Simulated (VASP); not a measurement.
# SiO2 (P6_322) in VASP: further runs

The runs below take SiO2 through single point, with PBE, PBEsol, r2SCAN.

All numbers are computed with VASP 6.6.1; they aren't measurements. Logs are shortened: lines on timing, memory, paths and dates and some standing lists are left out, and cuts for length are marked.

**1. The cell of the first run**

The structure is hexagonal, space group P6_322 (No. 182). Conventional cell: a = 5.036 Å, b = 5.036 Å, c = 8.565 Å, α = 90.00°, β = 90.00°, γ = 120.00°. Si (site symmetry 3) has 4 O at 1.60 to 1.61 Å within 2.1 Å. Within 2.1 Å of O (site symmetry 2) lie 2 Si at 1.61 Å. Within 2.1 Å of O (site symmetry 32) lie 2 Si at 1.60 Å.

**2. Single point, PBE**

The input, INCAR:

```
ALGO = Normal ; EDIFF = 1E-7
ENCUT = 520 ; GGA = PE
ISIF = 2 ; ISMEAR = -1
LASPH = True ; LCHARG = False
LREAL = False ; LWAVE = False
NBANDS = 44 ; NELM = 80
PREC = Accurate ; SIGMA = 0.02
```

The input, KPOINTS:

```
k-points
0
Gamma
  6 6 4
```

The input, POSCAR:

```
SiO2
1.0
    5.0355490152      0.0000000000      0.0000000000
   -2.5177745076      4.3609133692      0.0000000000
    0.0000000000      0.0000000000      8.5652424208
Si O
4 8
Direct
    0.6666666667      0.3333333333      0.9370353870
    0.6666666667      0.3333333333      0.5629646130
    0.3333333333      0.6666666667      0.0629646130
    0.3333333333      0.6666666667      0.4370353870
    0.0000000000      0.4131836229      0.0000000000
    0.4131836229      0.4131836229      0.5000000000
    0.5868163771      0.0000000000      0.5000000000
    0.5868163771      0.5868163771      0.0000000000
    0.0000000000      0.5868163771      0.5000000000
    0.6666666667      0.3333333333      0.7500000000
    0.3333333333      0.6666666667      0.2500000000
    0.4131836229      0.0000000000      0.0000000000
```

Potentials or basis: VASP PAW PBE potentials, release 64 (Si, O).

The run is started by

```bash
$ cat potpaw_PBE.64/Si/POTCAR potpaw_PBE.64/O/POTCAR > POTCAR
$ mpirun -np 1 vasp_std > vasp.out
```

OUTCAR:

```text
EDIFF = 1E-7
   ENCUT = 520
   GGA = PE
   ISIF = 2
   ISMEAR = -1
   LASPH = True
   LREAL = False
   NELM = 80
   PREC = Accurate

 ion  position               nearest neighbor table
   1  0.667  0.333  0.937-  10 1.60   5 1.61  12 1.61   8 1.61   3 3.10   3 3.10   3 3.10
   2  0.667  0.333  0.563-  10 1.60   7 1.61   9 1.61   6 1.61   4 3.10   4 3.10   4 3.10
   3  0.333  0.667  0.063-  11 1.60  12 1.61   5 1.61   8 1.61   1 3.10   1 3.10   1 3.10
   4  0.333  0.667  0.437-  11 1.60   9 1.61   7 1.61   6 1.61   2 3.10   2 3.10   2 3.10
   5  0.000  0.413  0.000-   1 1.61   3 1.61
   6  0.413  0.413  0.500-   2 1.61   4 1.61
   7  0.587  0.000  0.500-   2 1.61   4 1.61
   8  0.587  0.587  0.000-   3 1.61   1 1.61
   9  0.000  0.587  0.500-   4 1.61   2 1.61
  10  0.667  0.333  0.750-   1 1.60   2 1.60
  11  0.333  0.667  0.250-   3 1.60   4 1.60
  12  0.413  0.000  0.000-   3 1.61   1 1.61

  LATTYP: Found a hexagonal cell.
 ALAT       =     5.0355490152
 C/A-ratio  =     1.7009550289

  Lattice vectors:

 A1 = (   5.0355490152,   0.0000000000,   0.0000000000)
 A2 = (  -2.5177745076,   4.3609133692,   0.0000000000)
 A3 = (   0.0000000000,   0.0000000000,   8.5652424208)

Analysis of symmetry for initial positions (statically):
=====================================================================
 Subroutine PRICEL returns:
 Original cell was already a primitive cell.

 Routine SETGRP: Setting up the symmetry group for a
 hexagonal supercell.

 Subroutine GETGRP returns: Found 12 space group operations
 (whereof  6 operations were pure point group operations)
 out of a pool of 24 trial point group operations.

The static configuration has the point symmetry D_3 .
 The point group associated with its full space group is D_6 .

Analysis of symmetry for dynamics (positions and initial velocities):
=====================================================================
 Subroutine PRICEL returns:
 Original cell was already a primitive cell.

 Routine SETGRP: Setting up the symmetry group for a
 hexagonal supercell.

 Subroutine GETGRP returns: Found 12 space group operations
 (whereof  6 operations were pure point group operations)
 out of a pool of 24 trial point group operations.

The dynamic configuration has the point symmetry D_3 .
 The point group associated with its full space group is D_6 .

 Subroutine INISYM returns: Found 12 space group operations
 (whereof  6 operations are pure point group operations),
 and found     1 'primitive' translations

----------------------------------------------------------------------------------------

                                     Primitive cell

  volume of cell :     188.0892

  direct lattice vectors                    reciprocal lattice vectors
     5.035549015  0.000000000  0.000000000     0.198588078  0.114654880  0.000000000
    -2.517774508  4.360913369  0.000000000     0.000000000  0.229309760  0.000000000
     0.000000000  0.000000000  8.565242421     0.000000000  0.000000000  0.116750928

  length of vectors
     5.035549015  5.035549015  8.565242421     0.229309760  0.229309760  0.116750928

  position of ions in fractional coordinates (direct lattice)
     0.666666667  0.333333333  0.937035387
     0.666666667  0.333333333  0.562964613
     0.333333333  0.666666667  0.062964613
     0.333333333  0.666666667  0.437035387
     1.000000000  0.413183623  0.000000000
     0.413183623  0.413183623  0.500000000
     0.586816377  0.000000000  0.500000000
     0.586816377  0.586816377  0.000000000
     1.000000000  0.586816377  0.500000000
     0.666666667  0.333333333  0.750000000
     0.333333333  0.666666667  0.250000000
     0.413183623  0.000000000  0.000000000

  ion indices of the primitive-cell ions
   primitive index   ion index
                 1           1
                 2           2
                 3           3
                 4           4
                 5           5
                 6           6
                 7           7
                 8           8
                 9           9
                10          10
                11          11
                12          12

----------------------------------------------------------------------------------------

 KPOINTS: k-points

Automatic generation of k-mesh.
 Grid dimensions read from file:
 generate k-points for:    6    6    4

 Generating k-lattice:

  Cartesian coordinates                     Fractional coordinates (reciprocal lattice)
     0.033098013  0.019109147  0.000000000     0.166666667 -0.000000000  0.000000000
     0.000000000  0.038218293  0.000000000     0.000000000  0.166666667  0.000000000
     0.000000000  0.000000000  0.029187732     0.000000000  0.000000000  0.250000000

  Length of vectors
     0.038218293  0.038218293  0.029187732

  Shift w.r.t. Gamma in fractional coordinates (k-lattice)
     0.000000000  0.000000000  0.000000000

 Subroutine IBZKPT returns following result:
 ===========================================

 Found     21 irreducible k-points:

 Following reciprocal coordinates:
            Coordinates               Weight
  0.000000  0.000000  0.000000      1.000000
  0.166667  0.000000  0.000000      6.000000
  0.333333 -0.000000  0.000000      6.000000
  0.500000  0.000000  0.000000      3.000000
  0.166667  0.166667  0.000000      6.000000
  0.333333  0.166667  0.000000     12.000000
[... 13 lines left out ...]
  0.333333  0.166667  0.500000     12.000000
  0.333333  0.333333  0.500000      2.000000
   k-points           NKPTS =     21   k-points in BZ     NKDIM =     21   number of bands    NBANDS=     44
   number of dos      NEDOS =    301   number of ions     NIONS =     12
   total plane-waves  NPLWV = 102400
   dimension x,y,z NGX =    40 NGY =   40 NGZ =   64
   dimension x,y,z NGXF=    80 NGYF=   80 NGZF=  128
   ions per type =               4   8
   NGX,Y,Z   is equivalent  to a cutoff of  13.21, 13.21, 12.42 a.u.
   NGXF,Y,Z  is equivalent  to a cutoff of  26.41, 26.41, 24.84 a.u.
 SYSTEM =  unknown system
   PREC   = accura    normal or accurate (medium, high low for compatibility)
   ISTART =      0    job   : 0-new  1-cont  2-samecut
   ICHARG =      2    charge: 1-file 2-atom 10-const
   ISPIN  =      1    spin polarized calculation?
   LNONCOLLINEAR =      F non collinear calculations
   LSORBIT =      F    spin-orbit coupling
   LASPH  =      T    aspherical Exc in radial PAW
   ENCUT  =  520.0 eV  38.22 Ry    6.18 a.u.   9.36  9.36 15.93*2*pi/ulx,y,z
   NELM   =     80;   NELMIN=  2; NELMDL= -5     # of ELM steps
   EDIFF  = 0.1E-06   stopping-criterion for ELM
   LREAL  =      F    real-space projection
   EDIFFG = 0.1E-05   stopping-criterion for IOM
   NSW    =      0    number of steps for IOM
   IBRION =     -1    ionic relax: 0-MD 1-quasi-New 2-CG
   NFREE  =      0    steps in history (QN), initial steepest desc. (CG)
   ISIF   =      2    stress and relaxation
   ISYM   =      2    0-nonsym 1-usesym 2-fastsym
   POTIM  = 0.5000    time-step for ionic-motion
   TEBEG  =    0.0;   TEEND  =   0.0 temperature during run
   PSTRESS=    0.0 pullay stress
   NELECT =      64.0000    total number of electrons
   NUPDOWN=      -1.0000    fix difference up-down
   EMIN   =  10.00;   EMAX   =-10.00  energy-range for DOS
   EFERMI =   0.00;   METHOD = LEGACY
   ISMEAR =    -1;   SIGMA  =   0.02  broadening in eV -4-tet -1-fermi 0-gaus
   EFERMI_NEDOS =   21; number of points for ismear=-14 and -15
   IALGO  =     38    algorithm
   IMIX   =      4    mixing-type and parameters
     AMIX     =   0.40;   BMIX     =  1.00
     AMIX_MAG =   1.60;   BMIX_MAG =  1.00
  volume/ion in A,a.u.               =      15.67       105.77
  Fermi-wavevector in a.u.,A,eV,Ry     =   1.142914  2.159794 17.772639  1.306252
  Thomas-Fermi vector in A             =   2.279610
   LORBIT       =      0    0 simple, 1 ext, 2 COOP (PROOUT), +10 PAW based schemes
   GGA     = PE    functional components
[... 5 lines left out ...]
 non-spin polarized calculation
  energy-cutoff  :      520.00
  volume of cell :      188.09
 maximum number of plane-waves:      5143
 NGX is ok and might be reduce to    40
   NGX = 19   NGY = 19   NGZ = 31

 number of electron      63.9999997 magnetization

 Free energy of the ion-electron system (eV)
  ---------------------------------------------------
  ext. energy  EPLUGINS =         0.00000000
  ---------------------------------------------------
  free energy    TOTEN  =       -94.85881548 eV

  energy without entropy =      -94.85881548  energy(sigma->0) =      -94.85881548

 E-fermi :  -0.0255     XC(G=0):  -7.8978

 val. band max:       -0.4331729569   @ k =   0.0000   0.0000   0.2500
 cond. band min:       5.1552314510   @ k =   0.0000   0.0000   0.0000
 fundamental gap:      5.5884044079
 Fermi energy:        -0.0255360995

 k-point     1 :       0.0000    0.0000    0.0000
  band No.  band energies     occupation
      1     -19.9074      2.00000
      2     -19.5058      2.00000
      3     -18.4979      2.00000
      4     -17.8506      2.00000
      5     -17.8321      2.00000
      6     -17.8321      2.00000
[... 36 lines left out ...]
     43      11.4971      0.00000
     44      11.4971      0.00000

 k-point     2 :       0.1667    0.0000    0.0000
  band No.  band energies     occupation
      1     -19.8333      2.00000
      2     -19.4243      2.00000
      3     -18.5871      2.00000
      4     -17.9497      2.00000
      5     -17.8537      2.00000
      6     -17.8462      2.00000
[... 885 lines left out ...]
 k-point    21 :       0.3333    0.3333    0.5000
  band No.  band energies     occupation
      1     -19.2407      2.00000
      2     -19.2407      2.00000
      3     -18.7651      2.00000
      4     -18.7651      2.00000
      5     -17.8712      2.00000
      6     -17.8712      2.00000
[... 36 lines left out ...]
     43      10.4499      0.00000
     44      10.4499      0.00000

------------------------ aborting loop because EDIFF is reached ----------------------------------------

  FORCE on cell =-STRESS in cart. coord.  units (eV):
  Direction    XX          YY          ZZ          XY          YZ          ZX
  --------------------------------------------------------------------------------------
  -------------------------------------------------------------------------------------
  Total        4.9880969      4.9880969      4.8016644      0.0000000      0.0000000      0.0000000
  in kB       42.4894897     42.4894897     40.9014250      0.0000000      0.0000000      0.0000000
  external PRESSURE =      41.9601348 kB  Pullay stress =       0.0000000 kB

 VOLUME and BASIS-vectors are now :
 -----------------------------------------------------------------------------
  energy-cutoff  :      520.00
  volume of cell :      188.09
      direct lattice vectors                 reciprocal lattice vectors
     5.035549015  0.000000000  0.000000000     0.198588078  0.114654880  0.000000000
    -2.517774508  4.360913369  0.000000000     0.000000000  0.229309760  0.000000000
     0.000000000  0.000000000  8.565242421     0.000000000  0.000000000  0.116750928

 POSITION                                       TOTAL-FORCE (eV/Angst)
 -----------------------------------------------------------------------------------
      2.51777      1.45364      8.02594        -0.000000     -0.000000     -0.002912
      2.51777      1.45364      4.82193        -0.000000     -0.000000      0.002912
     -0.00000      2.90728      0.53931        -0.000000     -0.000000      0.002912
     -0.00000      2.90728      3.74331        -0.000000     -0.000000     -0.002912
     -1.04030      1.80186      0.00000         0.119034     -0.206174     -0.000000
      1.04030      1.80186      4.28262        -0.119034     -0.206174     -0.000000
      2.95494      0.00000      4.28262         0.238069     -0.000000      0.000000
      1.47747      2.55906      0.00000         0.119034      0.206174      0.000000
     -1.47747      2.55906      4.28262        -0.119034      0.206174      0.000000
      2.51777      1.45364      6.42393        -0.000000     -0.000000     -0.000000
     -0.00000      2.90728      2.14131        -0.000000     -0.000000     -0.000000
      2.08061      0.00000      0.00000        -0.238069     -0.000000      0.000000
 -----------------------------------------------------------------------------------
    total drift:                               -0.000001      0.000001     -0.000000

  FREE ENERGIE OF THE ION-ELECTRON SYSTEM (eV)
  ---------------------------------------------------
  free  energy   TOTEN  =       -94.8588154766 eV

  energy  without entropy=      -94.8588154766  energy(sigma->0) =      -94.85881548
```

Wall time 1.8 min (1 thread of Intel Xeon 6975P-C (Granite Rapids), shared host); peak memory 0.35 GiB.

What came out:

| Property | Result |
| --- | --- |
| Free energy | -94.8588 eV |
| Pressure | 4.2 GPa |
| Largest force | 0.238 eV/Å |
| Band gap on the k mesh | 5.59 eV, indirect (least direct gap 5.65 eV) |

Forces on the atoms (eV/Å):
```
Si   0.000  0.000 -0.003
Si   0.000  0.000  0.003
Si   0.000  0.000  0.003
Si   0.000  0.000 -0.003
O    0.119 -0.206  0.000
O   -0.119 -0.206  0.000
O    0.238  0.000  0.000
O    0.119  0.206  0.000
O   -0.119  0.206  0.000
O    0.000  0.000  0.000
O    0.000  0.000  0.000
O   -0.238  0.000  0.000
```

Levels at points of the mesh, in eV from the valence-band top:
| k point | band 28 | band 29 | band 30 | band 31 | band 32 | band 33 | band 34 | band 35 | band 36 | band 37 |
| --- | --- | --- | --- | --- | --- | --- | --- | --- | --- | --- |
| (0.00, 0.00, 0.00) | -0.82 | -0.82 | -0.78 | -0.06 | -0.06 | 5.59 | 7.84 | 8.32 | 8.92 | 9.43 |
| (0.50, 0.00, 0.00) | -1.22 | -0.94 | -0.76 | -0.64 | -0.04 | 7.85 | 8.34 | 8.87 | 9.25 | 9.31 |
| (0.00, 0.00, 0.50) | -0.81 | -0.64 | -0.64 | -0.19 | -0.19 | 6.38 | 6.38 | 9.24 | 9.24 | 9.51 |
| (0.50, 0.00, 0.50) | -1.09 | -0.74 | -0.74 | -0.37 | -0.37 | 8.25 | 8.25 | 8.61 | 8.61 | 9.42 |

A k mesh can miss the band edges.

**3. Single point, PBEsol**

This run uses another cell than the first one, of 15.90 Å³/atom, 1.015 times its volume.

The input, INCAR:

```
SYSTEM = SiO2
PREC = Accurate ; ENCUT = 520
EDIFF = 1E-7 ; ISMEAR = -1
SIGMA = 0.02 ; LREAL = .False.
LASPH = .True. ; NELM = 60
ALGO = Normal ; ISIF = 2
LWAVE = .False. ; LCHARG = .True.
GGA = PS ; LELF = .True.
LVHAR = .True. ; NBANDS = 44
```

The input, KPOINTS:

```
Automatic mesh
0
Gamma
  6 6 4
  0 0 0
```

The input, POSCAR:

```
SiO2
1.0
    5.0634354575      0.0000000000      0.0000000000
   -2.5317177288      4.3850637366      0.0000000000
    0.0000000000      0.0000000000      8.5943361393
Si O
4 8
Direct
    0.6666666667      0.3333333333      0.9371647735
    0.6666666667      0.3333333333      0.5628352265
    0.3333333333      0.6666666667      0.0628352265
    0.3333333333      0.6666666667      0.4371647735
    0.0000000000      0.4142048760      0.0000000000
    0.4142048760      0.4142048760      0.5000000000
    0.5857951240      0.0000000000      0.5000000000
    0.5857951240      0.5857951240      0.0000000000
    0.0000000000      0.5857951240      0.5000000000
    0.6666666667      0.3333333333      0.7500000000
    0.3333333333      0.6666666667      0.2500000000
    0.4142048760      0.0000000000      0.0000000000
```

Potentials or basis: VASP PAW PBE potentials, release 64 (Si, O).

The run is started by

```bash
$ cat potpaw_PBE.64/Si/POTCAR potpaw_PBE.64/O/POTCAR > POTCAR
$ mpirun -np 1 vasp_std > vasp.out
```

It took 1.8 min on 1 thread of Intel Xeon 6975P-C (Granite Rapids), shared host; peak memory 0.35 GiB.

The run converged. Its results:

```yaml
Free_energy: -98.6716 eV
Pressure: 0.4 GPa
Largest_force: 0.019 eV/Å
Band_gap_on_the_k_mesh: 5.53 eV, indirect (least direct gap 5.59 eV)
```

Forces in eV/Å, atoms in the order of the input:
```
Si   0.000  0.000 -0.009
Si   0.000  0.000  0.009
Si   0.000  0.000  0.009
Si   0.000  0.000 -0.009
O    0.009 -0.016  0.000
O   -0.009 -0.016  0.000
O    0.019  0.000  0.000
O    0.009  0.016  0.000
O   -0.009  0.016  0.000
O    0.000  0.000  0.000
O    0.000  0.000  0.000
O   -0.019  0.000  0.000
```

Levels at points of the mesh, in eV from the valence-band top:
```
           k point  band 28  band 29  band 30  band 31  band 32  band 33  band 34  band 35  band 36  band 37
(0.00, 0.00, 0.00)    -0.83    -0.83    -0.77    -0.06    -0.06     5.53     7.65     8.36     8.72     9.20
(0.50, 0.00, 0.00)    -1.21    -0.94    -0.76    -0.64    -0.04     7.72     8.33     8.87     9.08     9.13
(0.00, 0.00, 0.50)    -0.79    -0.65    -0.65    -0.19    -0.19     6.32     6.32     9.03     9.03     9.31
(0.50, 0.00, 0.50)    -1.09    -0.74    -0.74    -0.37    -0.37     8.09     8.09     8.60     8.60     9.32
```

Caveat: the PAW data sets were made with another functional, which shifts forces and pressure a little.

(Part 1 of 3 ends here.)
